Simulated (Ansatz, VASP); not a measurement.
MnHg in VASP and in Ansatz

File INCAR:

```
SYSTEM = MnHg
PREC = Accurate
ENCUT = 520
EDIFF = 1E-6
ISMEAR = 0
SIGMA = 0.1
LREAL = .False.
LASPH = .True.
NELM = 150
ALGO = Normal
ISIF = 2
LWAVE = .False.
LCHARG = .False.
ISPIN = 2
MAGMOM = 4 0
LORBIT = 11
LMAXMIX = 4
GGA = PS
NBANDS = 24
```

Contents of KPOINTS:

```
Automatic mesh
0
Gamma
  12 12 12
  0 0 0
```

Contents of POSCAR:

```
MnHg
1.0
    3.5030327844      0.0000000000      0.0000000000
    0.0000000000      3.5030327844      0.0000000000
    0.0000000000      0.0000000000      3.5030327844
Mn Hg
1 1
Direct
    0.5000000000      0.5000000000      0.5000000000
    0.0000000000      0.0000000000      0.0000000000
```

Input for Ansatz:

```yaml
crystal:
  lattice:
    - [3.5030327844, 0.0, 0.0]
    - [0.0, 3.5030327844, 0.0]
    - [0.0, 0.0, 3.5030327844]
  atoms:
    - { symbol: Mn, position: [0.5, 0.5, 0.5], spin: 4.0 }
    - { symbol: Hg, position: [0.0, 0.0, 0.0] }
basis:
  ecutwfc: 420
kpoints:
  mp_grid: { grid: [12, 12, 12] }
hamiltonian:
  xc: pbesol
scf:
  occupations: { method: gaussian, width: 0.1 }
  lower_state_search: "off"
output:
  forces: true
  stress: true
  eigenvalues: true
  populations: true
magnetization:
  spin_polarized: true
```

Alike in both runs: task single point; functional PBEsol; k mesh 12 × 12 × 12; occupations gaussian, width 0.1 eV; collinear spin.

|  | VASP | Ansatz |
| --- | --- | --- |
| version | VASP 6.6.1 | Ansatz 0.2.0 |
| potentials or method | VASP PAW PBE potentials, release 64 (Mn_pv, Hg), cutoff 520 eV | scalar-relativistic, plane waves, PAW |
| valence electrons in the cell | 25 | 35 |

```tsv
	VASP	Ansatz	Ansatz less VASP
gap on the k mesh at the Fermi level (eV)	none	none	-
pressure (GPa)	-11.5	-11.7	-0.20
net moment per atom (μB)	2.10	2.10	+0.002
size of the moment on the site where the two differ most (μB)	4.05	4.17	+0.116
```

VASP's potentials were made for PBE, not for PBEsol. Site moments also hang on the region over which each program counts them. A gap of «none» marks a metal or a gap that the smearing closes. VASP's potentials hold 25 valence electrons a cell and Ansatz's 35, so a difference there can come from the potentials and not from the codes.

Spin-orbit coupling is off throughout.
